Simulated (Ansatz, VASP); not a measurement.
## SiBr5 in VASP and in Ansatz

Contents of INCAR:

```
SYSTEM = SiBr5
PREC = Accurate ; ENCUT = 520
EDIFF = 1E-6 ; ISMEAR = 0
SIGMA = 0.1 ; LREAL = .FALSE.
LASPH = .TRUE. ; NELM = 60
ALGO = Normal ; ISIF = 2
LWAVE = .FALSE. ; LCHARG = .FALSE.
GGA = PE ; NBANDS = 28
```

Contents of KPOINTS:

```
regular mesh
0
G
  3 3 4
  0 0 0
```

POSCAR

```
SiBr5
1.0
    6.5353900300      0.0000000000      0.0000000000
   -3.2676950100      5.6598137900      0.0000000000
    0.0000000000      0.0000000000      5.2174050800
Si Br
1 5
Direct
    0.0000000000      0.0000000000      0.0000000000
    0.0000000000      0.5000000000      0.5000000000
    0.3333333300      0.6666666700      0.0000000000
    0.6666666700      0.3333333300      0.0000000000
    0.5000000000      0.0000000000      0.5000000000
    0.5000000000      0.5000000000      0.5000000000
```

Input for Ansatz:

```yaml
crystal:
  lattice:
    - [6.53539003, 0.0, 0.0]
    - [-3.26769501, 5.65981379, 0.0]
    - [0.0, 0.0, 5.21740508]
  atoms:
    - { symbol: Si, position: [0.0, 0.0, 0.0] }
    - { symbol: Br, position: [0.0, 0.5, 0.5] }
    - { symbol: Br, position: [0.33333333, 0.66666667, 0.0] }
    - { symbol: Br, position: [0.66666667, 0.33333333, 0.0] }
    - { symbol: Br, position: [0.5, 0.0, 0.5] }
    - { symbol: Br, position: [0.5, 0.5, 0.5] }
basis:
  ecutwfc: 420
kpoints:
  mp_grid: { grid: [3, 3, 4] }
hamiltonian:
  xc: pbe
scf:
  occupations: { method: gaussian, width: 0.1 }
  lower_state_search: "off"
output:
  forces: true
  stress: true
  eigenvalues: true
```

Change from the starting cell: species swapped into the CeFe5 type (P6/mmm, No. 191).

Alike in both runs: task single point; functional PBE; k mesh 3 × 3 × 4; occupations gaussian, width 0.1 eV; no spin polarisation.

```csv
,VASP,Ansatz
version,VASP 6.6.1,Ansatz 0.2.0
potentials or method,"VASP PAW PBE potentials, release 64 (Si, Br), cutoff 520 eV","scalar-relativistic, plane waves, PAW"
valence electrons in the cell,39,39
```

```csv
,VASP,Ansatz,Ansatz less VASP
gap on the k mesh at the Fermi level (eV),none,none,-
pressure (GPa),-1.2,-1.2,0.00
"traceless stress, the component that is largest in VASP (GPa)",3.77,3.77,-0.001
```

A gap of «none» marks a metal or a gap that the smearing closes.

The k mesh is coarse, so the values compare programs but aren't converged.
